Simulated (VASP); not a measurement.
The system is Si2C.

```
Si C
1.0
    -1.47330    1.47330    3.64594
     1.47330   -1.47330    3.64594
     1.47330    1.47330   -3.64594
Si C
2 1
Direct
  0.37990 0.37990 0.00000
  0.62010 0.62010 0.00000
  0.75000 0.25000 0.50000
```

The cell was built from a structure type or drawn by symmetry, and may not be a known phase.

```yaml
Program: VASP 6.6.1
Task: relaxation of cell and atoms
Functional: PBE
Potentials_or_basis: VASP PAW PBE potentials, release 64 (Si, C)
Cutoff: 600 eV
k_mesh: 8 × 8 × 8
Occupations: gaussian, width 0.1 eV
Spin: no spin polarisation
```

At the start: pressure 93.1 GPa; volume 10.55 Å³/atom.

Problem. How do energy, volume and symmetry change on relaxing?

Solution. Over 17 steps the energy falls by 1481.1 meV/atom and the volume is 13.69 Å³/atom (+29.8 %); space group I-4m2 (No. 119, to 0.1 Å) before and after.

The path:
```csv
step,energy change (eV),largest force (eV/Å),pressure (GPa),volume (Å³)
1,0.0000,13.5344,93.14,31.66
2,0.8421,4.5985,22.26,64.45
3,0.7004,4.6984,23.24,62.69
4,0.5792,4.7437,24.09,61.16
5,-0.5194,6.2501,36.37,44.84
6,-1.2784,7.0355,47.47,38.03
7,-1.4946,7.0319,59.47,34.79
8,-1.9032,0.4720,-20.58,65.54
9,-3.6786,2.3880,-7.26,47.52
10,-3.6927,2.6367,-5.01,46.54
11,-3.6935,2.7517,-3.90,46.10
12,-4.1915,1.5125,-2.90,43.70
13,-4.3170,0.5340,0.01,42.04
14,-4.4072,1.0643,0.38,40.58
15,-4.4214,0.9096,0.21,40.98
16,-4.4336,0.5683,0.25,41.15
17,-4.4433,0.0094,0.10,41.08
```

Final structure:
```yaml
crystal:
  lattice:
    - [-1.51519, 1.51519, 4.47349]
    - [1.51519, -1.51519, 4.47349]
    - [1.51519, 1.51519, -4.47349]
  atoms:
    - { symbol: Si, position: [0.37298, 0.37298, 0.00000] }
    - { symbol: Si, position: [0.62702, 0.62702, 0.00000] }
    - { symbol: C, position: [0.75000, 0.25000, 0.50000] }
```

Caveat: the volume moved by over 15 % at a fixed basis, so the end points are rough.
